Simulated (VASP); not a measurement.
# MgB15N15 (a cell with a defect) (Mg_B-V_N) in VASP: further runs

The runs below take MgB15N15 (a cell with a defect) (Mg_B-V_N) through single point, with PBE.

Everything below comes from runs of VASP 6.6.1. Logs are shortened: lines on timing, memory, paths and dates and some standing lists are left out, and cuts for length are marked.

## 1. The cell of the first run

The cell holds a defect, 31 atoms: a = 6.277 Å, b = 6.277 Å, c = 6.277 Å, α = 109.47°, β = 109.47°, γ = 109.47°.

## 2. Single point, PBE, collinear spin

Input file INCAR:

```
  ALGO = Normal
  EDIFF = 1E-7
  ENCUT = 520
  GGA = PE
  ISIF = 2
  ISMEAR = 0
  ISPIN = 2
  LASPH = True
  LCHARG = False
  LORBIT = 11
  LREAL = Auto
  LWAVE = False
  MAGMOM = 0.04 0 0.01 0.04 0.01 0 0.01 0 0.01 0 0 0.04 0.01 0 0.01 0.05 0.03 0.03 0.03 0.03 0.14 0.15 0.03 0.03 0.14 0.02 0.02 0.03 0.03 0.02 0.02
  NBANDS = 86
  NELECT = 120.0
  NELM = 150
  NUPDOWN = 2.0
  PREC = Accurate
  SIGMA = 0.01
```

Input file KPOINTS:

```
Automatic mesh
0
Gamma
  1 1 1
  0.25 0.25 0.25
```

Input file POSCAR:

```
MgB15N15
1.0
   -3.6241103800      3.6241103800     -3.6241103800
    3.6241103800      3.6241103800      3.6241103800
    3.6241103800     -3.6241103800     -3.6241103800
B Mg N
15 1 15
Direct
   -0.0016635702     -0.0021124074     -0.0421040857
    0.0084700362      0.2565764758      0.7570891084
    0.0067303919      0.5031638492      0.5080725259
   -0.0017325892      0.7064549773      0.2488547922
    0.2571875898      0.0065001621      0.7546563084
    0.2572904408      0.5055230350      0.2589131246
    0.2481130318      0.7506716138      0.0015476679
    0.5060759091      0.0079009509      0.5079240832
    0.5039783781      0.2566737845      0.2577085416
    0.5018417690      0.5019990069      0.0058091602
    0.5029982306      0.7547845944      0.7530306346
    0.7071155130     -0.0023626653      0.2491897665
    0.7509475566      0.2475908724      0.0021444342
    0.7550978422      0.5013339907      0.7534435525
    0.7511742276      0.7501845343      0.4988499317
    0.1734039415      0.1727877742      0.4242590213
    0.0016610056      0.2505351774      0.0103465120
    0.0083774121      0.5049224160      0.7568489189
    0.0027338938      0.7565003891      0.5023265850
    0.2515784959      0.0021301430      0.0078650204
    0.2548792155      0.2555473505      0.7825760527
    0.2562860914      0.5320188793      0.5059118330
    0.2511015024      0.7589284355      0.2524004808
    0.5060808444      0.0079815375      0.7562691562
    0.5319747689      0.2546043170      0.5066578603
    0.5055693058      0.5055111746      0.2590654155
    0.5031347296      0.7527321756      0.0036898586
    0.7594927410      0.0010770571      0.5018449974
    0.7572564560      0.2509725912      0.2534487346
    0.7528903108      0.5025308255      0.0039468553
    0.7533263487      0.7524410550      0.7539143008
```

Potentials or basis: VASP PAW PBE potentials, release 64 (B, Mg, N).

Run with:

```sh
> cat potpaw_PBE.64/B/POTCAR potpaw_PBE.64/Mg/POTCAR potpaw_PBE.64/N/POTCAR > POTCAR
> mpirun -np 1 vasp_std > vasp.out
```

OUTCAR:

```text
EDIFF = 1E-7
   ENCUT = 520
   GGA = PE
   ISIF = 2
   ISMEAR = 0
   ISPIN = 2
   LASPH = True
   LORBIT = 11
   LREAL = Auto
   NELECT = 120.0
   NELM = 150
   NUPDOWN = 2.0
   PREC = Accurate

 ion  position               nearest neighbor table
   1  0.998  0.998  0.958-  31 1.47  17 1.50  20 1.50  16 2.43
   2  0.008  0.257  0.757-  21 1.50  18 1.56  28 1.59  17 1.62  16 2.60
   3  0.007  0.503  0.508-  22 1.52  18 1.55  29 1.58  19 1.61  16 2.60
   4  0.998  0.706  0.249-  30 1.47  23 1.50  19 1.50  16 2.43
   5  0.257  0.007  0.755-  21 1.52  24 1.56  19 1.58  20 1.61  16 2.60
   6  0.257  0.506  0.259-  22 1.51  26 1.56  17 1.59  23 1.62  16 2.61
   7  0.248  0.751  0.002-  18 1.53  23 1.55  20 1.56  27 1.59
   8  0.506  0.008  0.508-  25 1.51  24 1.56  23 1.59  28 1.62  16 2.60
   9  0.504  0.257  0.258-  25 1.52  26 1.56  20 1.58  29 1.61  16 2.60
  10  0.502  0.502  0.006-  21 1.51  26 1.57  27 1.58  30 1.58
  11  0.503  0.755  0.753-  22 1.51  31 1.57  24 1.58  27 1.58
  12  0.707  0.998  0.249-  27 1.47  28 1.50  29 1.50  16 2.43
  13  0.751  0.248  0.002-  24 1.53  17 1.55  29 1.56  30 1.59
  14  0.755  0.501  0.753-  25 1.51  30 1.57  18 1.58  31 1.58
  15  0.751  0.750  0.499-  26 1.53  28 1.55  19 1.56  31 1.59
  16  0.173  0.173  0.424-  21 1.97  25 1.97  22 1.97  12 2.43   4 2.43   1 2.43   5 2.60   3 2.60
                             9 2.60   8 2.60   2 2.60   6 2.61
  17  0.002  0.251  0.010-   1 1.50  13 1.55   6 1.59   2 1.62
  18  0.008  0.505  0.757-   7 1.53   3 1.55   2 1.56  14 1.58
  19  0.003  0.757  0.502-   4 1.50  15 1.56   5 1.58   3 1.61
  20  0.252  0.002  0.008-   1 1.50   7 1.56   9 1.58   5 1.61
  21  0.255  0.256  0.783-   2 1.50  10 1.51   5 1.52  16 1.97
  22  0.256  0.532  0.506-   6 1.51  11 1.51   3 1.52  16 1.97
  23  0.251  0.759  0.252-   4 1.50   7 1.55   8 1.59   6 1.62
  24  0.506  0.008  0.756-  13 1.53   5 1.56   8 1.56  11 1.58
  25  0.532  0.255  0.507-   8 1.51  14 1.51   9 1.52  16 1.97
  26  0.506  0.506  0.259-  15 1.53   9 1.56   6 1.56  10 1.57
  27  0.503  0.753  0.004-  12 1.47  10 1.58  11 1.58   7 1.59
  28  0.759  0.001  0.502-  12 1.50  15 1.55   2 1.59   8 1.62
  29  0.757  0.251  0.253-  12 1.50  13 1.56   3 1.58   9 1.61
  30  0.753  0.503  0.004-   4 1.47  14 1.57  10 1.58  13 1.59
  31  0.753  0.752  0.754-   1 1.47  11 1.57  14 1.58  15 1.59

  LATTYP: Found a body centered cubic cell.
 ALAT       =     7.2482207600

  Lattice vectors:

 A1 = (  -3.6241103800,   3.6241103800,  -3.6241103800)
 A2 = (   3.6241103800,   3.6241103800,   3.6241103800)
 A3 = (   3.6241103800,  -3.6241103800,  -3.6241103800)

Analysis of symmetry for initial positions (statically):
=====================================================================
 Subroutine PRICEL returns:
 Original cell was already a primitive cell.

 Routine SETGRP: Setting up the symmetry group for a
 body centered cubic supercell.

 Subroutine GETGRP returns: Found  1 space group operations
 (whereof  1 operations were pure point group operations)
 out of a pool of 48 trial point group operations.

The static configuration has the point symmetry C_1 .

Analysis of symmetry for dynamics (positions and initial velocities):
=====================================================================
 Subroutine PRICEL returns:
 Original cell was already a primitive cell.

 Routine SETGRP: Setting up the symmetry group for a
 body centered cubic supercell.

 Subroutine GETGRP returns: Found  1 space group operations
 (whereof  1 operations were pure point group operations)
 out of a pool of 48 trial point group operations.

The dynamic configuration has the point symmetry C_1 .

Analysis of structural, dynamic, and magnetic symmetry:
=====================================================================
 Subroutine PRICEL returns:
 Original cell was already a primitive cell.

 Routine SETGRP: Setting up the symmetry group for a
 body centered cubic supercell.

 Subroutine GETGRP returns: Found  1 space group operations
 (whereof  1 operations were pure point group operations)
 out of a pool of 48 trial point group operations.

The overall configuration has the point symmetry C_1 .

 Subroutine INISYM returns: Found  1 space group operations
 (whereof  1 operations are pure point group operations),
 and found     1 'primitive' translations

----------------------------------------------------------------------------------------

                                     Primitive cell

  volume of cell :     190.3988

  direct lattice vectors                    reciprocal lattice vectors
[... 97 lines left out ...]

 Found      1 irreducible k-points:

 Following reciprocal coordinates:
            Coordinates               Weight
  0.250000  0.250000  0.250000      2.000000
   k-points           NKPTS =      1   k-points in BZ     NKDIM =      1   number of bands    NBANDS=     86
   number of dos      NEDOS =    301   number of ions     NIONS =     31
   total plane-waves  NPLWV = 110592
   dimension x,y,z NGX =    48 NGY =   48 NGZ =   48
   dimension x,y,z NGXF=    96 NGYF=   96 NGZF=   96
   ions per type =              15   1  15
   NGX,Y,Z   is equivalent  to a cutoff of  12.71, 12.71, 12.71 a.u.
   NGXF,Y,Z  is equivalent  to a cutoff of  25.42, 25.42, 25.42 a.u.
 SYSTEM =  unknown system
   PREC   = accura    normal or accurate (medium, high low for compatibility)
   ISTART =      0    job   : 0-new  1-cont  2-samecut
   ICHARG =      2    charge: 1-file 2-atom 10-const
   ISPIN  =      2    spin polarized calculation?
   LNONCOLLINEAR =      F non collinear calculations
   LSORBIT =      F    spin-orbit coupling
   LASPH  =      T    aspherical Exc in radial PAW
   ENCUT  =  520.0 eV  38.22 Ry    6.18 a.u.  11.67 11.67 11.67*2*pi/ulx,y,z
   NELM   =    150;   NELMIN=  2; NELMDL= -5     # of ELM steps
   EDIFF  = 0.1E-06   stopping-criterion for ELM
   LREAL  =      T    real-space projection
   EDIFFG = 0.1E-05   stopping-criterion for IOM
   NSW    =      0    number of steps for IOM
   IBRION =     -1    ionic relax: 0-MD 1-quasi-New 2-CG
   NFREE  =      0    steps in history (QN), initial steepest desc. (CG)
   ISIF   =      2    stress and relaxation
   ISYM   =      2    0-nonsym 1-usesym 2-fastsym
   POTIM  = 0.5000    time-step for ionic-motion
   TEBEG  =    0.0;   TEEND  =   0.0 temperature during run
   PSTRESS=    0.0 pullay stress
   NELECT =     120.0000    total number of electrons
   NUPDOWN=       2.0000    fix difference up-down
   EMIN   =  10.00;   EMAX   =-10.00  energy-range for DOS
   EFERMI =   0.00;   METHOD = LEGACY
   ISMEAR =     0;   SIGMA  =   0.01  broadening in eV -4-tet -1-fermi 0-gaus
   EFERMI_NEDOS =   21; number of points for ismear=-14 and -15
   IALGO  =     38    algorithm
   IMIX   =      4    mixing-type and parameters
     AMIX     =   0.40;   BMIX     =  1.00
     AMIX_MAG =   1.60;   BMIX_MAG =  1.00
  volume/ion in A,a.u.               =       6.14        41.45
  Fermi-wavevector in a.u.,A,eV,Ry     =   1.403612  2.652443 26.805212  1.970127
  Thomas-Fermi vector in A             =   2.526257
   LORBIT       =     11    0 simple, 1 ext, 2 COOP (PROOUT), +10 PAW based schemes
   GGA     = PE    functional components
   LHFCALC =     F    Hartree Fock is set to
   AEXX    =    0.0000 exact exchange contribution
   IVDW    =     0    specifies the selected vdW correction
   LEPSILON=     F    determine dielectric tensor
   LRPA    =     F    only Hartree local field effects (RPA)
 spin polarized calculation
 Gauss-broadening in eV      SIGMA  =   0.01
  energy-cutoff  :      520.00
  volume of cell :      190.40
 maximum number of plane-waves:      5072
 NGX is ok and might be reduce to    48
   NGX = 23   NGY = 23   NGZ = 23

 number of electron     120.0000002 magnetization       1.9999999

 Free energy of the ion-electron system (eV)
  ---------------------------------------------------
  ext. energy  EPLUGINS =         0.00000000
  ---------------------------------------------------
  free energy    TOTEN  =      -272.42768479 eV

  energy without entropy =     -272.42767727  energy(sigma->0) =     -272.42768103

 E-fermi :   7.2023     XC(G=0): -12.5203

 val. band max:        7.2968931284   @ k =   0.2500   0.2500   0.2500
 cond. band min:       7.2280408520   @ k =   0.2500   0.2500   0.2500
 fundamental gap:     -0.0688522765
 Fermi energy:         7.3549377900

 spin component 1

 k-point     1 :       0.2500    0.2500    0.2500
  band No.  band energies     occupation
      1     -11.7675      1.00000
      2     -11.7507      1.00000
      3     -11.5615      1.00000
      4     -10.9218      1.00000
      5      -8.8146      1.00000
      6      -8.8055      1.00000
[... 64 lines left out ...]
     71      15.1030      0.00000
     72      15.1144      0.00000
 Fermi energy:         7.2023113977

 spin component 2

 k-point     1 :       0.2500    0.2500    0.2500
  band No.  band energies     occupation
      1     -11.6886      1.00000
      2     -11.6761      1.00000
      3     -11.4885      1.00000
      4     -10.8113      1.00000
      5      -8.7369      1.00000
      6      -8.7355      1.00000
[... 64 lines left out ...]
     71      15.2479      0.00000
     72      15.2555      0.00000
 [bands above 72 left out]

------------------------ aborting loop because EDIFF is reached ----------------------------------------

  FORCE on cell =-STRESS in cart. coord.  units (eV):
  Direction    XX          YY          ZZ          XY          YZ          ZX
  --------------------------------------------------------------------------------------
  -------------------------------------------------------------------------------------
  Total       -6.2345975     -6.1152757     -6.5166492     -1.1755731      0.9813350      0.8934344
  in kB      -52.4631978    -51.4591236    -54.8366207     -9.8922705      8.2577864      7.5181159
  external PRESSURE =     -52.9196474 kB  Pullay stress =       0.0000000 kB

 VOLUME and BASIS-vectors are now :
 -----------------------------------------------------------------------------
  energy-cutoff  :      520.00
  volume of cell :      190.40
      direct lattice vectors                 reciprocal lattice vectors
    -3.624110380  3.624110380 -3.624110380     0.000000000  0.137964893 -0.137964893
     3.624110380  3.624110380  3.624110380     0.137964893  0.137964893  0.000000000
     3.624110380 -3.624110380 -3.624110380     0.137964893  0.000000000 -0.137964893

 POSITION                                       TOTAL-FORCE (eV/Angst)
 -----------------------------------------------------------------------------------
      3.46989      3.76302     -3.47315         0.002613     -0.007338     -0.003313
      3.64294     -1.78322     -1.84461         0.002990     -0.007503      0.016959
      3.64044      0.00660     -0.04218        -0.003470      0.002273      0.000664
     -0.15568      5.27622     -1.95944         0.004838      0.006348     -0.000380
      1.82644     -1.77932     -3.64348        -0.013952     -0.003968     -0.000191
      1.83795      1.82619     -0.03871        -0.002300      0.003001      0.005124
[... 23 lines left out ...]
     -0.89303      4.53548     -0.92163        -0.002060     -0.006263      0.016020
      2.72906      2.72480     -2.73548        -0.004311     -0.017844      0.002231
 -----------------------------------------------------------------------------------
    total drift:                               -0.005435     -0.001948      0.008178

  FREE ENERGIE OF THE ION-ELECTRON SYSTEM (eV)
  ---------------------------------------------------
  free  energy   TOTEN  =      -272.4276847950 eV

  energy  without entropy=     -272.4276772722  energy(sigma->0) =     -272.42768103

 total charge

# of ion       s       p       d       tot
------------------------------------------
    1        0.718   1.338   0.000   2.055
    2        0.669   1.334   0.000   2.003
    3        0.668   1.332   0.000   1.999
    4        0.717   1.337   0.000   2.055
    5        0.668   1.331   0.000   1.999
    6        0.669   1.334   0.000   2.003
[... 23 lines left out ...]
   30        1.212   2.751   0.000   3.963
   31        1.212   2.751   0.000   3.963
--------------------------------------------------
tot         28.638  61.469   0.079  90.186

 magnetization (x)

# of ion       s       p       d       tot
------------------------------------------
    1        0.006   0.078   0.000   0.084
    2        0.002   0.006   0.000   0.007
    3        0.002   0.007   0.000   0.009
    4        0.006   0.079   0.000   0.085
    5        0.002   0.008   0.000   0.010
    6        0.002   0.005   0.000   0.007
[... 23 lines left out ...]
   30        0.001   0.022   0.000   0.023
   31        0.001   0.023   0.000   0.023
--------------------------------------------------
tot          0.102   1.163   0.012   1.276
```

Wall time 1.9 min (1 thread of Intel Xeon Platinum 8488C (Sapphire Rapids), shared host); peak memory 0.41 GiB.

Results:

| Item | Value |
| --- | --- |
| Free energy | -272.4277 eV |
| Largest force | 0.023 eV/Å |
| Net moment | 2.00 μB per cell |
| Site moments | B +0.08, +0.01, +0.09, -0.00; Mg +0.09; N +0.03, +0.04, +0.16, +0.18, +0.02 μB |
| Valence electrons inside the program's atomic spheres | B 2.06, 2.00, 2.03, 2.01; Mg 0.50; N 3.95, 3.96, 3.94, 3.98 |

Forces in eV/Å, atoms in the order of the input:
```
B    0.003 -0.007 -0.003
B    0.003 -0.008  0.017
B   -0.003  0.002  0.001
B    0.005  0.006  0.000
B   -0.014 -0.004  0.000
B   -0.002  0.003  0.005
B    0.002  0.007 -0.004
B   -0.010 -0.008 -0.004
B   -0.009  0.003  0.012
B   -0.006  0.022  0.005
B   -0.005 -0.001 -0.007
B   -0.004  0.005 -0.003
B    0.005  0.005  0.005
B    0.018  0.000  0.006
B    0.004  0.005 -0.009
Mg  -0.005  0.000  0.012
N    0.009  0.009 -0.001
N   -0.001 -0.005  0.003
N    0.015 -0.003 -0.002
N    0.000  0.006 -0.013
N    0.002 -0.002 -0.013
N    0.001 -0.009  0.000
N   -0.001  0.011 -0.005
N   -0.003 -0.006 -0.003
N   -0.001  0.002 -0.010
N   -0.001 -0.008  0.003
N   -0.016 -0.006  0.000
N    0.009 -0.002 -0.011
N    0.012  0.006  0.003
N   -0.002 -0.006  0.016
N   -0.004 -0.018  0.002
```

Caveat: the k points lie up to 1.23 Å⁻¹ apart; the cell carries a net charge on a neutralising background, which shifts energy and pressure; the cell is charged against a uniform background, so pressure and absolute levels hang on convention; the moment is held away from its start; the total moment is fixed, so each spin has its own Fermi level.

[end of part 1 of 2]
